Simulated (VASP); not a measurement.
# Zn12H (a cell with a defect) in VASP: a series of runs

The runs below take Zn12H (a cell with a defect) through single point, with PBE.

Everything below comes from runs of VASP 6.6.1. Logs are shortened: lines on timing, memory, paths and dates and some standing lists are left out, and cuts for length are marked.

**1. The cell of the first run**

The cell holds a defect, 13 atoms: a = 5.320 Å, b = 7.980 Å, c = 4.937 Å, α = 90.00°, β = 90.00°, γ = 120.00°.

**2. Single point, PBE**

File INCAR:

```
SYSTEM = Zn12H
PREC     = Accurate       ! precision mode
ENCUT    = 520            ! plane-wave cutoff, eV
EDIFF    = 1E-7           ! SCF threshold, eV
ISMEAR   = 0              ! smearing method
SIGMA    = 0.15           ! smearing width, eV
LREAL    = .False.        ! projectors in reciprocal space
LASPH    = .True.         ! aspherical terms in the spheres
NELM     = 60             ! most SCF steps
ALGO     = Normal         ! electronic algorithm
ISIF     = 2              ! what is computed and relaxed
LWAVE    = .False.        ! write WAVECAR
LCHARG   = .False.        ! write CHGCAR
GGA      = PE             ! functional
NBANDS   = 84             ! bands
```

File KPOINTS:

```
regular mesh
0
Gamma
  5 3 4
  0 0 0
```

File POSCAR:

```
Zn12H
1.0
    5.3200000000      0.0000000000      0.0000000000
   -3.9900000000      6.9108830000      0.0000000000
    0.0000000000      0.0000000000      4.9369600000
Zn H
12 1
Direct
   -0.0127472998      0.0031331742      0.0149494831
    0.1465559799      0.2083921837      0.5381362215
   -0.0115776661      0.3419220091     -0.0123314752
    0.1574546504      0.5580385314      0.4992402207
   -0.0071216996      0.6748813429      0.0340454450
    0.1734002680      0.8969587533      0.5083373169
    0.4927144153      0.0083633307      0.0181390977
    0.6719639192      0.2202631704      0.5030984655
    0.4941215750      0.3359553331     -0.0173677729
    0.6828492640      0.5715353595      0.5413884253
    0.4873898270      0.6763972129     -0.0231472404
    0.6554342777      0.8834512174      0.4887503646
    0.3995569327      0.3967290432      0.3268803069
```

Potentials or basis: VASP PAW PBE potentials, release 64 (Zn, H).

The run is started by

```sh
$ cat potpaw_PBE.64/Zn/POTCAR potpaw_PBE.64/H/POTCAR > POTCAR
$ mpirun -np 1 vasp_std > vasp.out
```

OUTCAR:

```text
SYSTEM = Zn12H
   PREC = Accurate
   ENCUT = 520
   EDIFF = 1E-7
   ISMEAR = 0
   LREAL = .False.
   LASPH = .True.
   NELM = 60
   ISIF = 2
   GGA = PE

 ion  position               nearest neighbor table
   1  0.987  0.003  0.015-   5 2.64  11 2.64   7 2.65   7 2.67   9 2.68   3 2.70   2 2.75  12 2.80
                             6 2.91   2 2.95   6 2.97  12 3.02
   2  0.147  0.208  0.538-  13 1.77   6 2.56   8 2.58  12 2.61   9 2.72   1 2.75   8 2.75   4 2.77
                             3 2.77  10 2.88   1 2.95
   3  0.988  0.342  0.988-   9 2.61   7 2.65   5 2.66  11 2.66   1 2.70   9 2.71   2 2.77   8 2.80
                             4 2.84   4 2.93   8 2.94
   4  0.157  0.558  0.499-  10 2.59  12 2.62   8 2.64   6 2.66  10 2.75   2 2.77   5 2.78  11 2.81
                             3 2.84   3 2.93  11 2.99
   5  0.993  0.675  0.034-   1 2.64  11 2.64   3 2.66   7 2.66   9 2.69  11 2.71   4 2.78   6 2.80
                            10 2.82  10 2.88   6 3.02
   6  0.173  0.897  0.508-   2 2.56  10 2.61   8 2.62  12 2.62   4 2.66  12 2.71   5 2.80   7 2.83
                             1 2.91   7 2.92   1 2.97   5 3.02
   7  0.493  0.008  0.018-   9 2.62  11 2.64   1 2.65   3 2.65   5 2.66   1 2.67   8 2.81  12 2.83
                             6 2.83   6 2.92   8 2.94
   8  0.672  0.220  0.503-   2 2.58   6 2.62   4 2.64  12 2.65   2 2.75  10 2.78   3 2.80   7 2.81
                             9 2.87   3 2.94   7 2.94   9 3.04
   9  0.494  0.336  0.983-  13 1.90   3 2.61   7 2.62   1 2.68   5 2.69   3 2.71   2 2.72  10 2.72
                            11 2.73   8 2.87   8 3.04
  10  0.683  0.572  0.541-  13 1.80  12 2.58   4 2.59   6 2.61  11 2.70   9 2.72   4 2.75   8 2.78
                             5 2.82   2 2.88   5 2.88
  11  0.487  0.676  0.977-   5 2.64   1 2.64   7 2.64   3 2.66  10 2.70   5 2.71   9 2.73  12 2.80
                             4 2.81  12 2.90   4 2.99
  12  0.655  0.883  0.489-  10 2.58   2 2.61   6 2.62   4 2.62   8 2.65   6 2.71   1 2.80  11 2.80
                             7 2.83  11 2.90   1 3.02
  13  0.400  0.397  0.327-   2 1.77  10 1.80   9 1.90

  LATTYP: Found a simple monoclinic cell.
 ALAT       =     5.3200000000
 B/A-ratio  =     0.9280000000
 C/A-ratio  =     1.3228757068
 COS(beta)  =    -0.1889822292

  Lattice vectors:

 A1 = (   5.3200000000,   0.0000000000,   0.0000000000)
 A2 = (   0.0000000000,   0.0000000000,   4.9369600000)
 A3 = (  -1.3300000000,  -6.9108830000,   0.0000000000)

Analysis of symmetry for initial positions (statically):
=====================================================================
 Subroutine PRICEL returns:
 Original cell was already a primitive cell.

 Routine SETGRP: Setting up the symmetry group for a
 simple monoclinic supercell.

 Subroutine GETGRP returns: Found  1 space group operations
 (whereof  1 operations were pure point group operations)
 out of a pool of  4 trial point group operations.

The static configuration has the point symmetry C_1 .

Analysis of symmetry for dynamics (positions and initial velocities):
=====================================================================
 Subroutine PRICEL returns:
 Original cell was already a primitive cell.

 Routine SETGRP: Setting up the symmetry group for a
 simple monoclinic supercell.

 Subroutine GETGRP returns: Found  1 space group operations
 (whereof  1 operations were pure point group operations)
 out of a pool of  4 trial point group operations.

The dynamic configuration has the point symmetry C_1 .

 Subroutine INISYM returns: Found  1 space group operations
 (whereof  1 operations are pure point group operations),
 and found     1 'primitive' translations

----------------------------------------------------------------------------------------

                                     Primitive cell

  volume of cell :     181.5118

  direct lattice vectors                    reciprocal lattice vectors
     5.320000000  0.000000000  0.000000000     0.187969925  0.108524482  0.000000000
    -3.990000000  6.910883000  0.000000000     0.000000000  0.144699310  0.000000000
     0.000000000  0.000000000  4.936960000     0.000000000  0.000000000  0.202553798

  length of vectors
     5.320000000  7.980000241  4.936960000     0.217048971  0.144699310  0.202553798

  position of ions in fractional coordinates (direct lattice)
     0.987252700  0.003133174  0.014949483
     0.146555980  0.208392184  0.538136221
[... 34 lines left out ...]
 generate k-points for:    5    3    4

 Generating k-lattice:

  Cartesian coordinates                     Fractional coordinates (reciprocal lattice)
     0.037593985  0.021704896  0.000000000     0.200000000  0.000000000  0.000000000
     0.000000000  0.048233103  0.000000000     0.000000000  0.333333333  0.000000000
     0.000000000  0.000000000  0.050638450     0.000000000  0.000000000  0.250000000

  Length of vectors
     0.043409794  0.048233103  0.050638450

  Shift w.r.t. Gamma in fractional coordinates (k-lattice)
     0.000000000  0.000000000  0.000000000

 Subroutine IBZKPT returns following result:
 ===========================================

 Found     31 irreducible k-points:

 Following reciprocal coordinates:
            Coordinates               Weight
  0.000000  0.000000  0.000000      1.000000
  0.200000  0.000000  0.000000      2.000000
  0.400000  0.000000  0.000000      2.000000
  0.000000  0.333333  0.000000      2.000000
  0.200000  0.333333  0.000000      2.000000
  0.400000  0.333333  0.000000      2.000000
[... 16 lines left out ...]
  0.200000 -0.333333  0.250000      2.000000
  0.000000  0.000000  0.500000      1.000000
 [... further k-points ...]
   k-points           NKPTS =     31   k-points in BZ     NKDIM =     31   number of bands    NBANDS=     84
   number of dos      NEDOS =    301   number of ions     NIONS =     13
   total plane-waves  NPLWV =  96000
   dimension x,y,z NGX =    40 NGY =   60 NGZ =   40
   dimension x,y,z NGXF=    80 NGYF=  120 NGZF=   80
   ions per type =              12   1
   NGX,Y,Z   is equivalent  to a cutoff of  12.50, 12.50, 13.47 a.u.
   NGXF,Y,Z  is equivalent  to a cutoff of  25.00, 25.00, 26.94 a.u.
 SYSTEM =  Zn12H
   PREC   = accura    normal or accurate (medium, high low for compatibility)
   ISTART =      0    job   : 0-new  1-cont  2-samecut
   ICHARG =      2    charge: 1-file 2-atom 10-const
   ISPIN  =      1    spin polarized calculation?
   LNONCOLLINEAR =      F non collinear calculations
   LSORBIT =      F    spin-orbit coupling
   LASPH  =      T    aspherical Exc in radial PAW
   ENCUT  =  520.0 eV  38.22 Ry    6.18 a.u.   9.89 14.84  9.18*2*pi/ulx,y,z
   NELM   =     60;   NELMIN=  2; NELMDL= -5     # of ELM steps
   EDIFF  = 0.1E-06   stopping-criterion for ELM
   LREAL  =      F    real-space projection
   EDIFFG = 0.1E-05   stopping-criterion for IOM
   NSW    =      0    number of steps for IOM
   IBRION =     -1    ionic relax: 0-MD 1-quasi-New 2-CG
   NFREE  =      0    steps in history (QN), initial steepest desc. (CG)
   ISIF   =      2    stress and relaxation
   ISYM   =      2    0-nonsym 1-usesym 2-fastsym
   POTIM  = 0.5000    time-step for ionic-motion
   TEBEG  =    0.0;   TEEND  =   0.0 temperature during run
   PSTRESS=    0.0 pullay stress
   NELECT =     145.0000    total number of electrons
   NUPDOWN=      -1.0000    fix difference up-down
   EMIN   =  10.00;   EMAX   =-10.00  energy-range for DOS
   EFERMI =   0.00;   METHOD = LEGACY
   ISMEAR =     0;   SIGMA  =   0.15  broadening in eV -4-tet -1-fermi 0-gaus
   EFERMI_NEDOS =   21; number of points for ismear=-14 and -15
   IALGO  =     38    algorithm
   IMIX   =      4    mixing-type and parameters
     AMIX     =   0.40;   BMIX     =  1.00
     AMIX_MAG =   1.60;   BMIX_MAG =  1.00
  volume/ion in A,a.u.               =      13.96        94.22
  Fermi-wavevector in a.u.,A,eV,Ry     =   1.519017  2.870525 31.394246  2.307412
  Thomas-Fermi vector in A             =   2.628059
   LORBIT       =      0    0 simple, 1 ext, 2 COOP (PROOUT), +10 PAW based schemes
   GGA     = PE    functional components
   LHFCALC =     F    Hartree Fock is set to
   AEXX    =    0.0000 exact exchange contribution
   IVDW    =     0    specifies the selected vdW correction
   LEPSILON=     F    determine dielectric tensor
   LRPA    =     F    only Hartree local field effects (RPA)
 non-spin polarized calculation
 Gauss-broadening in eV      SIGMA  =   0.15
  energy-cutoff  :      520.00
  volume of cell :      181.51
 maximum number of plane-waves:      4908
   NGX = 19   NGY = 29   NGZ = 19

 number of electron     145.0000007 magnetization

 Free energy of the ion-electron system (eV)
  ---------------------------------------------------
  ext. energy  EPLUGINS =         0.00000000
  ---------------------------------------------------
  free energy    TOTEN  =       -15.40611652 eV

  energy without entropy =      -15.36832466  energy(sigma->0) =      -15.38722059

 E-fermi :   3.3672     XC(G=0): -11.6437

 val. band max:        3.3624382824   @ k =   0.2000   0.3333   0.5000
 cond. band min:       3.4099299333   @ k =   0.2000   0.3333   0.5000
 fundamental gap:      0.0474916509
 Fermi energy:         3.3672027263

 k-point     1 :       0.0000    0.0000    0.0000
  band No.  band energies     occupation
      1      -7.5624      2.00000
      2      -5.6196      2.00000
      3      -5.3860      2.00000
      4      -5.2350      2.00000
      5      -5.1963      2.00000
      6      -5.1510      2.00000
[... 2077 lines left out ...]
     83       8.1559      0.00000
     84       8.2243      0.00000

 [... further k-points ...]
[... 5 lines left out ...]
  --------------------------------------------------------------------------------------
  -------------------------------------------------------------------------------------
  Total        4.4103404      3.6577364      3.2360094      0.1792788     -0.3912130      0.8625054
  in kB       38.9294181     32.2862942     28.5637731      1.5824676     -3.4531787      7.6132067
  external PRESSURE =      33.2598285 kB  Pullay stress =       0.0000000 kB

 VOLUME and BASIS-vectors are now :
 -----------------------------------------------------------------------------
  energy-cutoff  :      520.00
  volume of cell :      181.51
      direct lattice vectors                 reciprocal lattice vectors
     5.320000000  0.000000000  0.000000000     0.187969925  0.108524482  0.000000000
    -3.990000000  6.910883000  0.000000000     0.000000000  0.144699310  0.000000000
     0.000000000  0.000000000  4.936960000     0.000000000  0.000000000  0.202553798

 POSITION                                       TOTAL-FORCE (eV/Angst)
 -----------------------------------------------------------------------------------
      5.23968      0.02165      0.07381        -0.008904      0.001091     -0.001576
     -0.05181      1.44017      2.65676        -0.008456     -0.003678      0.020593
      3.89414      2.36298      4.87608        -0.006462      0.006691      0.010346
     -1.38892      3.85654      2.46473        -0.001385     -0.001107     -0.010111
      2.58934      4.66403      0.16808        -0.009604      0.005939     -0.001543
     -2.65638      6.19878      2.50964        -0.005875      0.003430     -0.003141
      2.58787      0.05780      0.08955        -0.007433      0.005364     -0.004156
      2.69600      1.52221      2.48378        -0.001294      0.003982     -0.001176
      1.28826      2.32175      4.85122        -0.005636      0.003160      0.004347
      1.35233      3.94981      2.67281         0.000268      0.008563      0.016265
     -0.10591      4.67450      4.82268        -0.011731      0.002163      0.007131
     -0.03806      6.10543      2.41294        -0.002010     -0.000786     -0.004969
      0.54269      2.74175      1.61379         0.068522     -0.034811     -0.032010
 -----------------------------------------------------------------------------------
    total drift:                               -0.000834      0.000909     -0.000857

  FREE ENERGIE OF THE ION-ELECTRON SYSTEM (eV)
  ---------------------------------------------------
  free  energy   TOTEN  =       -15.4061165157 eV

  energy  without entropy=      -15.3683246649  energy(sigma->0) =      -15.38722059
```

Wall time 9.3 min (1 thread of Intel Xeon Platinum 8259CL at 2.50GHz (Skylake/Cascade Lake), shared host); peak memory 0.49 GiB.

Results:

- Free energy: -15.4061 eV
- Pressure: 3.3 GPa
- Largest force: 0.083 eV/Å
- Band gap on the k mesh: zero (an odd number of electrons rules out a gap without spin polarisation)

Forces in eV/Å, atoms in the order of the input:
```
Zn  -0.009  0.001 -0.002
Zn  -0.008 -0.004  0.021
Zn  -0.006  0.007  0.010
Zn  -0.001 -0.001 -0.010
Zn  -0.010  0.006 -0.002
Zn  -0.006  0.003 -0.003
Zn  -0.007  0.005 -0.004
Zn  -0.001  0.004 -0.001
Zn  -0.006  0.003  0.004
Zn   0.000  0.009  0.016
Zn  -0.012  0.002  0.007
Zn  -0.002 -0.001 -0.005
H    0.069 -0.035 -0.032
```

[end of part 1 of 2]
